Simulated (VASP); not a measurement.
# Sc: relaxation of cell and atoms with PBE

Sc:

```
Sc
1.0
     2.43282    0.00000    0.00000
    -1.21641    2.10688    0.00000
     0.00000    0.00000    7.90667
Sc
4
Direct
  0.00000 0.00000 0.00000
  0.00000 0.00000 0.50000
  0.33333 0.66667 0.25000
  0.66667 0.33333 0.75000
```

* Program: VASP 6.6.1
* Task: relaxation of cell and atoms
* Functional: PBE
* Potentials or basis: VASP PAW PBE potentials, release 64 (Sc_sv)
* Cutoff: 500 eV
* k mesh: 15 × 15 × 4
* Occupations: fermi-dirac, width 0.1 eV
* Spin: no spin polarisation
* Target pressure: 160 GPa
* Dipole correction: no
* Further INCAR settings: ALGO = Normal; EDIFF = 1e-07; IBRION = 2; EDIFFG = -0.005; NSW = 60; ISIF = 3

```yaml
Relaxed_volume: 10.22 Å³/atom
Relaxed_cell: a = 2.468 Å, b = 2.468 Å, c = 7.752 Å, α = 90.00°, β = 90.00°, γ = 120.00°
Space_group_after_relaxing_to_0.05_Å: P6_3/mmc (No. 194)
Energy_change_on_relaxing_the_enthalpy_is_what_falls: -94.5 meV/atom
Ionic_steps: 10
Pressure_after_relaxing: 160.0 GPa
Band_gap_on_the_k_mesh: zero (band 22 reaches 12.67 eV, above the bottom of band 23 at 10.42 eV)
```

The path:
| step | energy change (eV) | largest force (eV/Å) | pressure (GPa) | volume (Å³) |
| --- | --- | --- | --- | --- |
| 1 | 0.0000 | 0.0000 | 163.63 | 40.53 |
| 2 | -1.3509 | 0.0000 | 150.87 | 41.88 |
| 3 | -0.6822 | 0.0000 | 157.18 | 41.19 |
| 4 | -0.3329 | 0.0000 | 160.42 | 40.83 |
| 5 | -0.4016 | 0.0000 | 159.79 | 40.90 |
| 6 | -0.4076 | 0.0000 | 159.74 | 40.91 |
| 7 | -0.3385 | 0.0000 | 160.39 | 40.84 |
| 8 | -0.3872 | 0.0000 | 159.93 | 40.89 |
| 9 | -0.3853 | 0.0000 | 159.95 | 40.88 |
| 10 | -0.3781 | 0.0000 | 160.01 | 40.88 |

Final structure:
```
Sc
1.0
     2.46756    0.00000    0.00000
    -1.23378    2.13697    0.00000
     0.00000    0.00000    7.75191
Sc
4
Direct
  0.00000 0.00000 0.00000
  0.00000 0.00000 0.50000
  0.33333 0.66667 0.25000
  0.66667 0.33333 0.75000
```

Levels at points of the mesh, in eV from the Fermi level:
| k point | band 20 | band 21 | band 22 | band 23 | band 24 | band 25 |
| --- | --- | --- | --- | --- | --- | --- |
| (0.00, 0.00, 0.00) | -2.23 | 1.46 | 1.46 | 1.60 | 1.60 | 2.18 |
| (0.00, 0.00, 0.50) | -2.98 | 1.78 | 1.78 | 1.78 | 1.78 | 1.98 |

Wall time 7.7 min on 1 thread of Intel(R) Xeon(R) Platinum 8259CL CPU @ 2.50GHz (Skylake/Cascade Lake) (shared host), peak memory 0.19 GiB.

Caveat: the cell is relaxed towards a set pressure, so the enthalpy falls and the energy may rise.
